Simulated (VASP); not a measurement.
# Cd7S9 (a cell with a defect) in VASP: single point with r2SCAN

Aim: the single point of Cd7S9 (a cell with a defect) with r2SCAN.

Everything below comes from runs of VASP 6.6.1. Logs are shortened: lines on timing, memory, paths and dates and some standing lists are left out, and cuts for length are marked.

## Step 1: The cell of the first run

The cell holds a defect, 16 atoms: a = 8.249 Å, b = 8.249 Å, c = 8.249 Å, α = 60.00°, β = 60.00°, γ = 60.00°.

## Step 2: Single point, r2SCAN

Contents of POSCAR:

```
Cd7S9
1.0
    0.0000000000      5.8330000000      5.8330000000
    5.8330000000      0.0000000000      5.8330000000
    5.8330000000      5.8330000000      0.0000000000
S Cd
9 7
Direct
    0.0000000000      0.0000000000      0.0000000000
    0.1250000000      0.1250000000      0.1250000000
    0.1250000000      0.1250000000      0.6250000000
    0.1250000000      0.6250000000      0.1250000000
    0.1250000000      0.6250000000      0.6250000000
    0.6250000000      0.1250000000      0.1250000000
    0.6250000000      0.1250000000      0.6250000000
    0.6250000000      0.6250000000      0.1250000000
    0.6250000000      0.6250000000      0.6250000000
    0.0000000000      0.0000000000      0.5000000000
    0.0000000000      0.5000000000      0.0000000000
    0.0000000000      0.5000000000      0.5000000000
    0.5000000000      0.0000000000      0.0000000000
    0.5000000000      0.0000000000      0.5000000000
    0.5000000000      0.5000000000      0.0000000000
    0.5000000000      0.5000000000      0.5000000000
```

Contents of INCAR.step1:

```
ALGO = Normal ; EDIFF = 1E-5
ENCUT = 440 ; GGA = PE
GGA_COMPAT = False ; ISMEAR = -1
LASPH = True ; LCHARG = False
LREAL = False ; LWAVE = True
NBANDS = 83 ; NELM = 120
PREC = Accurate ; SIGMA = 0.05
```

Contents of INCAR.step2:

```
ALGO = Normal ; EDIFF = 1E-6
ENCUT = 440 ; GGA_COMPAT = False
ISIF = 2 ; ISMEAR = -1
ISTART = 1 ; LASPH = True
LCHARG = False ; LMIXTAU = True
LREAL = False ; LWAVE = False
METAGGA = R2SCAN ; NBANDS = 83
NELM = 120 ; PREC = Accurate
SIGMA = 0.05
```

Contents of KPOINTS:

```
k-points
0
Gamma
  2 2 2
```

Potentials or basis: VASP PAW PBE potentials, release 64 (S, Cd).

Run with:

```console
> cat potpaw_PBE.64/S/POTCAR potpaw_PBE.64/Cd/POTCAR > POTCAR
> cp INCAR.step1 INCAR
> mpirun -np 1 vasp_std > vasp.out
> cp INCAR.step2 INCAR
> mpirun -np 1 vasp_std > vasp.out
```

OUTCAR:

```text
EDIFF = 1E-6
   ENCUT = 440
   ISIF = 2
   ISMEAR = -1
   ISTART = 1
   LASPH = True
   LREAL = False
   METAGGA = R2SCAN
   NELM = 120
   PREC = Accurate

 ion  position               nearest neighbor table
   1  0.000  0.000  0.000-   2 2.53   3 2.53   4 2.53   6 2.53
   2  0.125  0.125  0.125-   1 2.53  10 2.53  11 2.53  13 2.53
   3  0.125  0.125  0.625-   1 2.53  10 2.53  12 2.53  14 2.53
   4  0.125  0.625  0.125-  11 2.53  12 2.53   1 2.53  15 2.53
   5  0.125  0.625  0.625-  11 2.53  12 2.53  10 2.53  16 2.53
   6  0.625  0.125  0.125-  13 2.53  14 2.53   1 2.53  15 2.53
[... 8 lines left out ...]
  15  0.500  0.500  0.000-   8 2.53   9 2.53   4 2.53   6 2.53
  16  0.500  0.500  0.500-   8 2.53   9 2.53   5 2.53   7 2.53

  LATTYP: Found a face centered cubic cell.
 ALAT       =    11.6660000000

  Lattice vectors:

 A1 = (   0.0000000000,   5.8330000000,   5.8330000000)
 A2 = (   5.8330000000,   0.0000000000,   5.8330000000)
 A3 = (   5.8330000000,   5.8330000000,   0.0000000000)

Analysis of symmetry for initial positions (statically):
=====================================================================
 Subroutine PRICEL returns:
 Original cell was already a primitive cell.

 Routine SETGRP: Setting up the symmetry group for a
 face centered cubic supercell.

 Subroutine GETGRP returns: Found 24 space group operations
 (whereof 24 operations were pure point group operations)
 out of a pool of 48 trial point group operations.

The static configuration has the point symmetry T_d .

Analysis of symmetry for dynamics (positions and initial velocities):
=====================================================================
 Subroutine PRICEL returns:
 Original cell was already a primitive cell.

 Routine SETGRP: Setting up the symmetry group for a
 face centered cubic supercell.

 Subroutine GETGRP returns: Found 24 space group operations
 (whereof 24 operations were pure point group operations)
 out of a pool of 48 trial point group operations.

The dynamic configuration has the point symmetry T_d .

 Subroutine INISYM returns: Found 24 space group operations
 (whereof 24 operations are pure point group operations),
 and found     1 'primitive' translations

----------------------------------------------------------------------------------------

                                     Primitive cell

  volume of cell :     396.9227

  direct lattice vectors                    reciprocal lattice vectors
     0.000000000  5.833000000  5.833000000    -0.085719184  0.085719184  0.085719184
     5.833000000  0.000000000  5.833000000     0.085719184 -0.085719184  0.085719184
     5.833000000  5.833000000  0.000000000     0.085719184  0.085719184 -0.085719184

  length of vectors
     8.249107709  8.249107709  8.249107709     0.148469982  0.148469982  0.148469982

  position of ions in fractional coordinates (direct lattice)
     0.000000000  0.000000000  0.000000000
     0.125000000  0.125000000  0.125000000
     0.125000000  0.125000000  0.625000000
     0.125000000  0.625000000  0.125000000
     0.125000000  0.625000000  0.625000000
     0.625000000  0.125000000  0.125000000
[... 8 lines left out ...]
     0.500000000  0.500000000  0.000000000
     0.500000000  0.500000000  0.500000000

  ion indices of the primitive-cell ions
   primitive index   ion index
                 1           1
                 2           2
                 3           3
                 4           4
                 5           5
                 6           6
[... 8 lines left out ...]
                15          15
                16          16

----------------------------------------------------------------------------------------

 KPOINTS: k-points

Automatic generation of k-mesh.
 Grid dimensions read from file:
 generate k-points for:    2    2    2

 Generating k-lattice:

  Cartesian coordinates                     Fractional coordinates (reciprocal lattice)
    -0.042859592  0.042859592  0.042859592     0.500000000  0.000000000  0.000000000
     0.042859592 -0.042859592  0.042859592     0.000000000  0.500000000  0.000000000
     0.042859592  0.042859592 -0.042859592     0.000000000  0.000000000  0.500000000

  Length of vectors
     0.074234991  0.074234991  0.074234991

  Shift w.r.t. Gamma in fractional coordinates (k-lattice)
     0.000000000  0.000000000  0.000000000

 Subroutine IBZKPT returns following result:
 ===========================================

 Found      3 irreducible k-points:

 Following reciprocal coordinates:
            Coordinates               Weight
  0.000000  0.000000  0.000000      1.000000
  0.500000  0.000000  0.000000      4.000000
  0.500000  0.500000  0.000000      3.000000
   k-points           NKPTS =      3   k-points in BZ     NKDIM =      3   number of bands    NBANDS=     83
   number of dos      NEDOS =    301   number of ions     NIONS =     16
   total plane-waves  NPLWV = 175616
   dimension x,y,z NGX =    56 NGY =   56 NGZ =   56
   dimension x,y,z NGXF=   112 NGYF=  112 NGZF=  112
   ions per type =               9   7
   NGX,Y,Z   is equivalent  to a cutoff of  11.29, 11.29, 11.29 a.u.
   NGXF,Y,Z  is equivalent  to a cutoff of  22.57, 22.57, 22.57 a.u.
 SYSTEM =  unknown system
   PREC   = accura    normal or accurate (medium, high low for compatibility)
   ISTART =      1    job   : 0-new  1-cont  2-samecut
   ICHARG =      0    charge: 1-file 2-atom 10-const
   ISPIN  =      1    spin polarized calculation?
   LNONCOLLINEAR =      F non collinear calculations
   LSORBIT =      F    spin-orbit coupling
   LASPH  =      T    aspherical Exc in radial PAW
   ENCUT  =  440.0 eV  32.34 Ry    5.69 a.u.  14.11 14.11 14.11*2*pi/ulx,y,z
   NELM   =    120;   NELMIN=  2; NELMDL=  0     # of ELM steps
   EDIFF  = 0.1E-05   stopping-criterion for ELM
   LREAL  =      F    real-space projection
   EDIFFG = 0.1E-04   stopping-criterion for IOM
   NSW    =      0    number of steps for IOM
   IBRION =     -1    ionic relax: 0-MD 1-quasi-New 2-CG
   NFREE  =      0    steps in history (QN), initial steepest desc. (CG)
   ISIF   =      2    stress and relaxation
   ISYM   =      2    0-nonsym 1-usesym 2-fastsym
   POTIM  = 0.5000    time-step for ionic-motion
   TEBEG  =    0.0;   TEEND  =   0.0 temperature during run
   PSTRESS=    0.0 pullay stress
   NELECT =     138.0000    total number of electrons
   NUPDOWN=      -1.0000    fix difference up-down
   EMIN   =  10.00;   EMAX   =-10.00  energy-range for DOS
   EFERMI =   0.00;   METHOD = LEGACY
   ISMEAR =    -1;   SIGMA  =   0.05  broadening in eV -4-tet -1-fermi 0-gaus
   EFERMI_NEDOS =   21; number of points for ismear=-14 and -15
   IALGO  =     38    algorithm
   IMIX   =      4    mixing-type and parameters
     AMIX     =   0.40;   BMIX     =  1.00
     AMIX_MAG =   1.60;   BMIX_MAG =  1.00
  volume/ion in A,a.u.               =      24.81       167.41
  Fermi-wavevector in a.u.,A,eV,Ry     =   1.151152  2.175361 18.029763  1.325150
  Thomas-Fermi vector in A             =   2.287811
   LORBIT       =      0    0 simple, 1 ext, 2 COOP (PROOUT), +10 PAW based schemes
   METAGGA = R2SCAN    functional components
   LHFCALC =     F    Hartree Fock is set to
   AEXX    =    0.0000 exact exchange contribution
   IVDW    =     0    specifies the selected vdW correction
   LEPSILON=     F    determine dielectric tensor
   LRPA    =     F    only Hartree local field effects (RPA)
 non-spin polarized calculation
  energy-cutoff  :      440.00
  volume of cell :      396.92
 maximum number of plane-waves:      8363
   NGX = 29   NGY = 29   NGZ = 29

 number of electron     137.9999917 magnetization

 Free energy of the ion-electron system (eV)
  ---------------------------------------------------
  ext. energy  EPLUGINS =         0.00000000
  ---------------------------------------------------
  free energy    TOTEN  =      -220.12337186 eV

  energy without entropy =     -220.07635804  energy(sigma->0) =     -220.09986495

 E-fermi :   2.6435     XC(G=0):  -9.6652

 val. band max:        2.6348080888   @ k =   0.5000   0.0000   0.0000
 cond. band min:       2.9113360559   @ k =   0.5000   0.0000   0.0000
 fundamental gap:      0.2765279671
 Fermi energy:         2.6434765533

 k-point     1 :       0.0000    0.0000    0.0000
  band No.  band energies     occupation
      1     -12.8047      2.00000
      2     -11.4700      2.00000
      3     -11.3513      2.00000
      4     -11.3513      2.00000
      5     -11.3513      2.00000
      6     -11.1666      2.00000
[... 73 lines left out ...]
     80       5.7867      0.00000
     81       5.7867      0.00000

 k-point     2 :       0.5000    0.0000    0.0000
  band No.  band energies     occupation
      1     -12.7523      2.00000
      2     -11.5354      2.00000
      3     -11.3317      2.00000
      4     -11.3271      2.00000
      5     -11.3271      2.00000
      6     -11.2372      2.00000
[... 73 lines left out ...]
     80       7.0469      0.00000
     81       7.0469      0.00000

 k-point     3 :       0.5000    0.5000    0.0000
  band No.  band energies     occupation
      1     -12.7345      2.00000
      2     -11.5020      2.00000
      3     -11.3581      2.00000
      4     -11.3581      2.00000
      5     -11.3335      2.00000
      6     -11.3020      2.00000
[... 73 lines left out ...]
     80       6.9451      0.00000
     81       7.0935      0.00000
 [bands above 81 left out]

------------------------ aborting loop because EDIFF is reached ----------------------------------------

  FORCE on cell =-STRESS in cart. coord.  units (eV):
  Direction    XX          YY          ZZ          XY          YZ          ZX
  --------------------------------------------------------------------------------------
  -------------------------------------------------------------------------------------
  Total        4.0738203      4.0738203      4.0738203     -0.0000000      0.0000000      0.0000000
  in kB       16.4439645     16.4439645     16.4439645     -0.0000000      0.0000000      0.0000000
  external PRESSURE =      16.4439645 kB  Pullay stress =       0.0000000 kB

 VOLUME and BASIS-vectors are now :
 -----------------------------------------------------------------------------
  energy-cutoff  :      440.00
  volume of cell :      396.92
      direct lattice vectors                 reciprocal lattice vectors
     0.000000000  5.833000000  5.833000000    -0.085719184  0.085719184  0.085719184
     5.833000000  0.000000000  5.833000000     0.085719184 -0.085719184  0.085719184
     5.833000000  5.833000000  0.000000000     0.085719184  0.085719184 -0.085719184

 POSITION                                       TOTAL-FORCE (eV/Angst)
 -----------------------------------------------------------------------------------
      0.00000      0.00000      0.00000         0.000000      0.000000      0.000000
      1.45825      1.45825      1.45825         0.020022      0.020022      0.020022
      4.37475      4.37475      1.45825        -0.020022     -0.020022      0.020022
      4.37475      1.45825      4.37475        -0.020022      0.020022     -0.020022
      7.29125      4.37475      4.37475         0.009986     -0.009986     -0.009986
      1.45825      4.37475      4.37475         0.020022     -0.020022     -0.020022
[... 8 lines left out ...]
      2.91650      2.91650      5.83300         0.000000      0.000000      0.001094
      5.83300      5.83300      5.83300        -0.000000      0.000000      0.000000
 -----------------------------------------------------------------------------------
    total drift:                                0.000001      0.000001     -0.000000

  FREE ENERGIE OF THE ION-ELECTRON SYSTEM (eV)
  ---------------------------------------------------
  free  energy   TOTEN  =      -220.1233718638 eV

  energy  without entropy=     -220.0763580433  energy(sigma->0) =     -220.09986495
```

It took 12 min on 1 thread of AMD EPYC 7R43 (Zen 3), shared host; peak memory 0.42 GiB.

Results:

| Property | Result |
| --- | --- |
| Free energy | -220.1234 eV |
| Pressure | 1.6 GPa |
| Largest force | 0.035 eV/Å |
| Band gap on the k mesh | zero (bands 69 and 70 overlap by 0.12 eV) |

Forces on the atoms (eV/Å):
```
S    0.000  0.000  0.000
S    0.020  0.020  0.020
S   -0.020 -0.020  0.020
S   -0.020  0.020 -0.020
S    0.010 -0.010 -0.010
S    0.020 -0.020 -0.020
S   -0.010  0.010 -0.010
S   -0.010 -0.010  0.010
S    0.010  0.010  0.010
Cd   0.000  0.000 -0.001
Cd   0.000 -0.001  0.000
Cd   0.001  0.000  0.000
Cd  -0.001  0.000  0.000
Cd   0.000  0.001  0.000
Cd   0.000  0.000  0.001
Cd   0.000  0.000  0.000
```

Caveat: the k points lie up to 0.47 Å⁻¹ apart; the PAW data sets were made with another functional, which shifts forces and pressure a little.

The gap in the log of VASP goes by the Fermi energy; the results here count the filled bands.